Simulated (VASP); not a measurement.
# Ir2Cl (Fm-3m) in VASP: further runs

Ir2Cl is run at these levels: r2SCAN; tasks: single point, relaxation of cell and atoms.

Everything below comes from runs of VASP 6.6.1. Logs are shortened: lines on timing, memory, paths and dates and some standing lists are left out, and cuts for length are marked.

### Step 1. The cell of the first run

The structure is cubic, space group Fm-3m (No. 225). The conventional cell has a = 5.742 Å, b = 5.742 Å, c = 5.742 Å, α = 90.00°, β = 90.00°, γ = 90.00°. Within 3.3 Å of Ir (site symmetry -43m) lie 4 Cl at 2.49 Å and 6 Ir at 2.87 Å. Within 3.3 Å of Cl (site symmetry m-3m) lie 8 Ir at 2.49 Å.

### Step 2. Single point, r2SCAN

POSCAR reads:

```
Ir2Cl
1.0
    0.0000000000      2.8710141192      2.8710141192
    2.8710141192      0.0000000000      2.8710141192
    2.8710141192      2.8710141192      0.0000000000
Ir Cl
2 1
Direct
    0.2500000000      0.2500000000      0.2500000000
    0.7500000000      0.7500000000      0.7500000000
    0.0000000000      0.0000000000      0.0000000000
```

INCAR.step1 reads:

```
  ALGO = Normal
  EDIFF = 1E-4
  ENCUT = 520
  GGA = PE
  ISMEAR = 0
  LASPH = True
  LCHARG = False
  LREAL = False
  LWAVE = True
  NBANDS = 20
  NELM = 60
  PREC = Accurate
  SIGMA = 0.1
```

INCAR.step2 reads:

```
  ALGO = Normal
  EDIFF = 1E-6
  ENCUT = 520
  ISIF = 2
  ISMEAR = 0
  ISTART = 1
  LASPH = True
  LCHARG = False
  LMIXTAU = True
  LREAL = False
  LWAVE = False
  METAGGA = R2SCAN
  NBANDS = 20
  NELM = 60
  PREC = Accurate
  SIGMA = 0.1
```

KPOINTS reads:

```
k-points
0
Gamma
  6 6 6
```

Potentials or basis: VASP PAW PBE potentials, release 64 (Ir, Cl).

On the command line:

```console
$ cat potpaw_PBE.64/Ir/POTCAR potpaw_PBE.64/Cl/POTCAR > POTCAR
$ cp INCAR.step1 INCAR
$ mpirun -np 1 vasp_std > vasp.out
$ cp INCAR.step2 INCAR
$ mpirun -np 1 vasp_std > vasp.out
```

OUTCAR:

```text
EDIFF = 1E-6
   ENCUT = 520
   ISIF = 2
   ISMEAR = 0
   ISTART = 1
   LASPH = True
   LREAL = False
   METAGGA = R2SCAN
   NELM = 60
   PREC = Accurate

 ion  position               nearest neighbor table
   1  0.250  0.250  0.250-   3 2.49   3 2.49   3 2.49   3 2.49   2 2.87   2 2.87   2 2.87   2 2.87
                             2 2.87   2 2.87
   2  0.750  0.750  0.750-   3 2.49   3 2.49   3 2.49   3 2.49   1 2.87   1 2.87   1 2.87   1 2.87
                             1 2.87   1 2.87
   3  0.000  0.000  0.000-   2 2.49   2 2.49   2 2.49   1 2.49   2 2.49   1 2.49   1 2.49   1 2.49

  LATTYP: Found a face centered cubic cell.
 ALAT       =     5.7420282384

  Lattice vectors:

 A1 = (   0.0000000000,   2.8710141192,   2.8710141192)
 A2 = (   2.8710141192,   0.0000000000,   2.8710141192)
 A3 = (   2.8710141192,   2.8710141192,   0.0000000000)

Analysis of symmetry for initial positions (statically):
=====================================================================
 Subroutine PRICEL returns:
 Original cell was already a primitive cell.

 Routine SETGRP: Setting up the symmetry group for a
 face centered cubic supercell.

 Subroutine GETGRP returns: Found 48 space group operations
 (whereof 48 operations were pure point group operations)
 out of a pool of 48 trial point group operations.

The static configuration has the point symmetry O_h .

Analysis of symmetry for dynamics (positions and initial velocities):
=====================================================================
 Subroutine PRICEL returns:
 Original cell was already a primitive cell.

 Routine SETGRP: Setting up the symmetry group for a
 face centered cubic supercell.

 Subroutine GETGRP returns: Found 48 space group operations
 (whereof 48 operations were pure point group operations)
 out of a pool of 48 trial point group operations.

The dynamic configuration has the point symmetry O_h .

 Subroutine INISYM returns: Found 48 space group operations
 (whereof 48 operations are pure point group operations),
 and found     1 'primitive' translations

----------------------------------------------------------------------------------------

                                     Primitive cell

  volume of cell :      47.3299

  direct lattice vectors                    reciprocal lattice vectors
     0.000000000  2.871014119  2.871014119    -0.174154490  0.174154490  0.174154490
     2.871014119  0.000000000  2.871014119     0.174154490 -0.174154490  0.174154490
     2.871014119  2.871014119  0.000000000     0.174154490  0.174154490 -0.174154490

  length of vectors
     4.060227105  4.060227105  4.060227105     0.301644425  0.301644425  0.301644425

  position of ions in fractional coordinates (direct lattice)
     0.250000000  0.250000000  0.250000000
     0.750000000  0.750000000  0.750000000
     0.000000000  0.000000000  0.000000000

  ion indices of the primitive-cell ions
   primitive index   ion index
                 1           1
                 2           2
                 3           3

----------------------------------------------------------------------------------------

 KPOINTS: k-points

Automatic generation of k-mesh.
 Grid dimensions read from file:
 generate k-points for:    6    6    6

 Generating k-lattice:

  Cartesian coordinates                     Fractional coordinates (reciprocal lattice)
    -0.029025748  0.029025748  0.029025748     0.166666667  0.000000000  0.000000000
     0.029025748 -0.029025748  0.029025748     0.000000000  0.166666667  0.000000000
     0.029025748  0.029025748 -0.029025748     0.000000000  0.000000000  0.166666667

  Length of vectors
     0.050274071  0.050274071  0.050274071

  Shift w.r.t. Gamma in fractional coordinates (k-lattice)
     0.000000000  0.000000000  0.000000000

 Subroutine IBZKPT returns following result:
 ===========================================

 Found     16 irreducible k-points:

 Following reciprocal coordinates:
            Coordinates               Weight
  0.000000  0.000000  0.000000      1.000000
  0.166667  0.000000  0.000000      8.000000
  0.333333  0.000000  0.000000      8.000000
  0.500000  0.000000  0.000000      4.000000
  0.166667  0.166667  0.000000      6.000000
  0.333333  0.166667  0.000000     24.000000
[... 8 lines left out ...]
 -0.333333  0.333333  0.166667     24.000000
 -0.333333  0.500000  0.166667     12.000000
   k-points           NKPTS =     16   k-points in BZ     NKDIM =     16   number of bands    NBANDS=     20
   number of dos      NEDOS =    301   number of ions     NIONS =      3
   total plane-waves  NPLWV =  27000
   dimension x,y,z NGX =    30 NGY =   30 NGZ =   30
   dimension x,y,z NGXF=    60 NGYF=   60 NGZF=   60
   ions per type =               2   1
   NGX,Y,Z   is equivalent  to a cutoff of  12.28, 12.28, 12.28 a.u.
   NGXF,Y,Z  is equivalent  to a cutoff of  24.57, 24.57, 24.57 a.u.
 SYSTEM =  unknown system
   PREC   = accura    normal or accurate (medium, high low for compatibility)
   ISTART =      1    job   : 0-new  1-cont  2-samecut
   ICHARG =      0    charge: 1-file 2-atom 10-const
   ISPIN  =      1    spin polarized calculation?
   LNONCOLLINEAR =      F non collinear calculations
   LSORBIT =      F    spin-orbit coupling
   LASPH  =      T    aspherical Exc in radial PAW
   ENCUT  =  520.0 eV  38.22 Ry    6.18 a.u.   7.55  7.55  7.55*2*pi/ulx,y,z
   NELM   =     60;   NELMIN=  2; NELMDL=  0     # of ELM steps
   EDIFF  = 0.1E-05   stopping-criterion for ELM
   LREAL  =      F    real-space projection
   EDIFFG = 0.1E-04   stopping-criterion for IOM
   NSW    =      0    number of steps for IOM
   IBRION =     -1    ionic relax: 0-MD 1-quasi-New 2-CG
   NFREE  =      0    steps in history (QN), initial steepest desc. (CG)
   ISIF   =      2    stress and relaxation
   ISYM   =      2    0-nonsym 1-usesym 2-fastsym
   POTIM  = 0.5000    time-step for ionic-motion
   TEBEG  =    0.0;   TEEND  =   0.0 temperature during run
   PSTRESS=    0.0 pullay stress
   NELECT =      25.0000    total number of electrons
   NUPDOWN=      -1.0000    fix difference up-down
   EMIN   =  10.00;   EMAX   =-10.00  energy-range for DOS
   EFERMI =   0.00;   METHOD = LEGACY
   ISMEAR =     0;   SIGMA  =   0.10  broadening in eV -4-tet -1-fermi 0-gaus
   EFERMI_NEDOS =   21; number of points for ismear=-14 and -15
   IALGO  =     38    algorithm
   IMIX   =      4    mixing-type and parameters
     AMIX     =   0.40;   BMIX     =  1.00
     AMIX_MAG =   1.60;   BMIX_MAG =  1.00
  volume/ion in A,a.u.               =      15.78       106.47
  Fermi-wavevector in a.u.,A,eV,Ry     =   1.323354  2.500777 23.827433  1.751267
  Thomas-Fermi vector in A             =   2.452969
   LORBIT       =      0    0 simple, 1 ext, 2 COOP (PROOUT), +10 PAW based schemes
   METAGGA = R2SCAN    functional components
   LHFCALC =     F    Hartree Fock is set to
   AEXX    =    0.0000 exact exchange contribution
   IVDW    =     0    specifies the selected vdW correction
   LEPSILON=     F    determine dielectric tensor
   LRPA    =     F    only Hartree local field effects (RPA)
 non-spin polarized calculation
 Gauss-broadening in eV      SIGMA  =   0.10
  energy-cutoff  :      520.00
  volume of cell :       47.33
 maximum number of plane-waves:      1303
   NGX = 15   NGY = 15   NGZ = 15

 number of electron      25.0000003 magnetization

 Free energy of the ion-electron system (eV)
  ---------------------------------------------------
  ext. energy  EPLUGINS =         0.00000000
  ---------------------------------------------------
  free energy    TOTEN  =      -105.78268914 eV

  energy without entropy =     -105.76799521  energy(sigma->0) =     -105.77534218

 E-fermi :   8.5403     XC(G=0): -13.3804

 val. band max:        8.5171462922   @ k =  -0.3333   0.5000   0.1667
 cond. band min:       8.6026317859   @ k =   0.5000   0.1667   0.0000
 fundamental gap:      0.0854854937
 Fermi energy:         8.5402588376

 k-point     1 :       0.0000    0.0000    0.0000
  band No.  band energies     occupation
      1     -12.0832      2.00000
      2      -0.9028      2.00000
      3      -0.9028      2.00000
      4      -0.9028      2.00000
      5       3.1095      2.00000
      6       3.1095      2.00000
[... 12 lines left out ...]
     19      19.1446      0.00000
     20      21.1655      0.00000

 k-point     2 :       0.1667    0.0000    0.0000
  band No.  band energies     occupation
      1     -11.9830      2.00000
      2      -1.0853      2.00000
      3      -0.7808      2.00000
      4      -0.7808      2.00000
      5       3.3842      2.00000
      6       3.3842      2.00000
[... 12 lines left out ...]
     19      19.7783      0.00000
     20      20.0847      0.00000

 k-point     3 :       0.3333    0.0000    0.0000
  band No.  band energies     occupation
      1     -11.7798      2.00000
      2      -1.2392      2.00000
      3      -0.5125      2.00000
      4      -0.5125      2.00000
      5       4.1774      2.00000
      6       4.1774      2.00000
[... 12 lines left out ...]
     19      18.8469      0.00000
     20      19.8698      0.00000

 k-point     4 :       0.5000    0.0000    0.0000
  band No.  band energies     occupation
      1     -11.6771      2.00000
      2      -1.2291      2.00000
      3      -0.3628      2.00000
      4      -0.3628      2.00000
      5       5.0743      2.00000
      6       5.0743      2.00000
[... 245 lines left out ...]
 k-point    15 :      -0.3333    0.3333    0.1667
  band No.  band energies     occupation
      1     -11.5890      2.00000
      2      -1.0452      2.00000
      3      -0.8602      2.00000
      4      -0.0314      2.00000
      5       4.1975      2.00000
      6       4.3470      2.00000
[... 12 lines left out ...]
     19      18.3702      0.00000
     20      18.9370      0.00000

 k-point    16 :      -0.3333    0.5000    0.1667
  band No.  band energies     occupation
      1     -11.5596      2.00000
      2      -1.5062      2.00000
      3      -0.4688      2.00000
      4       0.1383      2.00000
      5       3.9119      2.00000
      6       4.1194      2.00000
[... 12 lines left out ...]
     19      18.3695      0.00000
     20      18.9658      0.00000

------------------------ aborting loop because EDIFF is reached ----------------------------------------

  FORCE on cell =-STRESS in cart. coord.  units (eV):
  Direction    XX          YY          ZZ          XY          YZ          ZX
  --------------------------------------------------------------------------------------
  -------------------------------------------------------------------------------------
  Total        0.3828113      0.3828113      0.3828113      0.0000000     -0.0000000      0.0000000
  in kB       12.9586369     12.9586369     12.9586369      0.0000000     -0.0000000      0.0000000
  external PRESSURE =      12.9586369 kB  Pullay stress =       0.0000000 kB

 VOLUME and BASIS-vectors are now :
 -----------------------------------------------------------------------------
  energy-cutoff  :      520.00
  volume of cell :       47.33
      direct lattice vectors                 reciprocal lattice vectors
     0.000000000  2.871014119  2.871014119    -0.174154490  0.174154490  0.174154490
     2.871014119  0.000000000  2.871014119     0.174154490 -0.174154490  0.174154490
     2.871014119  2.871014119  0.000000000     0.174154490  0.174154490 -0.174154490

 POSITION                                       TOTAL-FORCE (eV/Angst)
 -----------------------------------------------------------------------------------
      1.43551      1.43551      1.43551        -0.000000     -0.000000      0.000000
      4.30652      4.30652      4.30652         0.000000      0.000000     -0.000000
      0.00000      0.00000      0.00000         0.000000     -0.000000     -0.000000
 -----------------------------------------------------------------------------------
    total drift:                               -0.000000      0.000000      0.000000

  FREE ENERGIE OF THE ION-ELECTRON SYSTEM (eV)
  ---------------------------------------------------
  free  energy   TOTEN  =      -105.7826891367 eV

  energy  without entropy=     -105.7679952139  energy(sigma->0) =     -105.77534218
```

It took 74 s on 1 thread of Intel Xeon 6975P-C (Granite Rapids), shared host; peak memory 0.18 GiB.

What came out:

| Property | Result |
| --- | --- |
| Free energy | -105.7827 eV |
| Pressure | 1.3 GPa |

Caveat: the PAW data sets were made with another functional, which shifts forces and pressure a little; spin-orbit coupling is left out, which moves the levels of the heavy elements; an odd number of electrons without spin polarisation forces a metal; a magnetic or distorted state may lie lower.

### Step 3. Single point, r2SCAN, collinear spin, ferromagnetic start

This run uses another cell than the first one, of 17.21 Å³/atom, 1.091 times its volume.

POSCAR reads:

```
Ir2Cl
1.0
    0.0000000000      2.9551741627      2.9551741627
    2.9551741627      0.0000000000      2.9551741627
    2.9551741627      2.9551741627      0.0000000000
Ir Cl
2 1
Direct
    0.2500000000      0.2500000000      0.2500000000
    0.7500000000      0.7500000000      0.7500000000
    0.0000000000      0.0000000000      0.0000000000
```

INCAR.step1 reads:

```
SYSTEM = Ir2Cl
ALGO = Normal
EDIFF = 1E-4
ENCUT = 520
GGA = PE
ISMEAR = 0
ISPIN = 2
LASPH = .True.
LCHARG = .False.
LMAXMIX = 4
LREAL = .False.
LWAVE = .True.
MAGMOM = 1 1 0
NBANDS = 24
NELM = 150
PREC = Accurate
SIGMA = 0.1
```

INCAR.step2 reads:

```
SYSTEM = Ir2Cl
ALGO = Normal
EDIFF = 1E-6
ENCUT = 520
ISIF = 2
ISMEAR = 0
ISPIN = 2
ISTART = 1
LASPH = .True.
LCHARG = .False.
LMAXMIX = 4
LMIXTAU = .True.
LORBIT = 11
LREAL = .False.
LWAVE = .False.
MAGMOM = 1 1 0
METAGGA = R2SCAN
NBANDS = 24
NELM = 150
PREC = Accurate
SIGMA = 0.1
```

KPOINTS reads:

```
k-points
0
Gamma
  6 6 6
  0 0 0
```

Potentials or basis: VASP PAW PBE potentials, release 64 (Ir, Cl).

On the command line:

```console
$ cat potpaw_PBE.64/Ir/POTCAR potpaw_PBE.64/Cl/POTCAR > POTCAR
$ cp INCAR.step1 INCAR
$ mpirun -np 1 vasp_std > vasp.out
$ cp INCAR.step2 INCAR
$ mpirun -np 1 vasp_std > vasp.out
```

Wall time 1.7 min (1 thread of Intel Xeon 6975P-C (Granite Rapids), shared host); peak memory 0.23 GiB.

Results (log left out):

```yaml
Free_energy: -105.6381 eV
Pressure: -11.1 GPa
Net_moment: 0.00 μB per cell
Valence_electrons_inside_the_program's_atomic_spheres: Ir 7.96; Cl 4.87
```

Levels at points of the mesh, in eV from the Fermi level:
Spin up:
```tsv
k point	band 8	band 9	band 10	band 11	band 12	band 13	band 14	band 15	band 16	band 17
(0.00, 0.00, 0.00)	-0.61	-0.61	-0.61	0.14	0.14	0.14	1.07	1.07	4.69	4.69
(0.50, 0.00, 0.00)	-2.25	-2.25	-2.15	-2.15	-2.07	-0.30	0.87	0.87	3.36	7.45
(0.50, 0.50, 0.00)	-2.00	-2.00	-1.14	-1.14	-0.40	-0.27	0.97	2.93	4.30	4.54
```
Spin down:
```csv
k point,band 10,band 11,band 12,band 13,band 14,band 15
"(0.00, 0.00, 0.00)",-0.61,0.14,0.14,0.14,1.07,1.07
"(0.50, 0.00, 0.00)",-2.15,-2.15,-2.07,-0.30,0.87,0.87
"(0.50, 0.50, 0.00)",-1.14,-1.14,-0.40,-0.27,0.97,2.93
```

Caveat: the PAW data sets were made with another functional, which shifts forces and pressure a little; spin-orbit coupling is left out, which moves the levels of the heavy elements.

### Step 4. Relaxation of cell and atoms, r2SCAN

This run uses another cell than the first one, of 17.21 Å³/atom, 1.091 times its volume.

POSCAR is that of step 3.

INCAR.step1 reads:

```
PREC = Accurate
ENCUT = 600
ISMEAR = 0
SIGMA = 0.1
LREAL = F
LASPH = T
NELM = 80
GGA = PE
ALGO = Normal
EDIFF = 1E-4
LWAVE = T
LCHARG = F
```

INCAR.step2 reads:

```
PREC = Accurate
ENCUT = 600
EDIFF = 1E-7
ISMEAR = 0
SIGMA = 0.1
LREAL = F
LASPH = T
NELM = 80
ALGO = Normal
ISIF = 3
LWAVE = F
LCHARG = F
METAGGA = R2SCAN
LMIXTAU = T
IBRION = 2
NSW = 90
EDIFFG = -0.04
ISTART = 1
```

KPOINTS reads:

```
regular mesh
0
Gamma
  6 6 6
```

On the command line:

```console
$ cat potpaw_PBE.64/Ir/POTCAR potpaw_PBE.64/Cl/POTCAR > POTCAR
$ cp INCAR.step1 INCAR
$ mpirun -np 1 vasp_std > vasp.out
$ cp INCAR.step2 INCAR
$ mpirun -np 1 vasp_std > vasp.out
```

Run time: 3.9 min. Hardware: 1 thread of Intel Xeon 6975P-C (Granite Rapids), shared host; peak memory 0.23 GiB.

It converged, with:

```
Free energy                            : -105.7851 eV
Relaxed volume                         : 15.93 Å³/atom
Relaxed cell                           : a = 4.073 Å, b = 4.073 Å, c = 4.073 Å, α = 60.00°, β = 60.00°, γ = 60.00°
Space group after relaxing (to 0.05 Å) : Fm-3m (No. 225)
Energy gained by relaxing              : 49.0 meV/atom
Ionic steps                            : 3
Pressure after relaxing                : -0.3 GPa
```

The path:
```
step  energy change (eV)  largest force (eV/Å)  pressure (GPa)  volume (Å³)
   1              0.0000                0.0000          -11.00        51.62
   2              0.1226                0.0000           21.68        43.29
   3             -0.1469                0.0000           -0.30        47.78
```

Final structure:
```xyz
3
Lattice="0.0000 2.8800 2.8800 2.8800 0.0000 2.8800 2.8800 2.8800 0.0000" Properties=species:S:1:pos:R:3 pbc="T T T"
Ir    1.4400    1.4400    1.4400
Ir    4.3200    4.3200    4.3200
Cl    0.0000    0.0000    0.0000
```

Levels at points of the mesh, in eV from the Fermi level:
```tsv
k point	band 9	band 10	band 11	band 12	band 13	band 14	band 15	band 16
(0.00, 0.00, 0.00)	-0.77	-0.77	0.18	0.18	0.18	1.16	1.16	4.64
(0.50, 0.00, 0.00)	-2.66	-2.51	-2.51	-2.43	-0.18	1.01	1.01	3.65
(0.50, 0.50, 0.00)	-2.37	-1.38	-1.38	-0.44	-0.36	1.05	3.10	4.63
```

Caveat: the PAW data sets were made with another functional, which shifts forces and pressure a little; spin-orbit coupling is left out, which moves the levels of the heavy elements; an odd number of electrons without spin polarisation forces a metal; a magnetic or distorted state may lie lower.

### Step 5. Summary

```csv
task,spin,cell,cutoff (eV),gap on the mesh (eV),pressure (GPa)
single point,off,"a = 4.060 Å, angles 60.0°, 3 atoms",520,none,1.3
single point,"collinear, ferromagnetic start","a = 4.179 Å, angles 60.0°, 3 atoms",520,none,-11.1
relaxation of cell and atoms,off,"relaxed from a = 4.179 Å, angles 60.0°, 3 atoms",600,none,-0.3
```

Alike in all rows: level r2SCAN; potentials or basis VASP PAW PBE potentials, release 64 (Ir, Cl); k mesh 6 × 6 × 6; smearing gaussian 0.1 eV.

Caveats: the PAW data sets were made with another functional, which shifts forces and pressure a little; spin-orbit coupling is left out, which moves the levels of the heavy elements; an odd number of electrons without spin polarisation forces a metal (some runs); a magnetic or distorted state may lie lower (some runs).

Absolute energies hang on the potentials; compare differences alone.
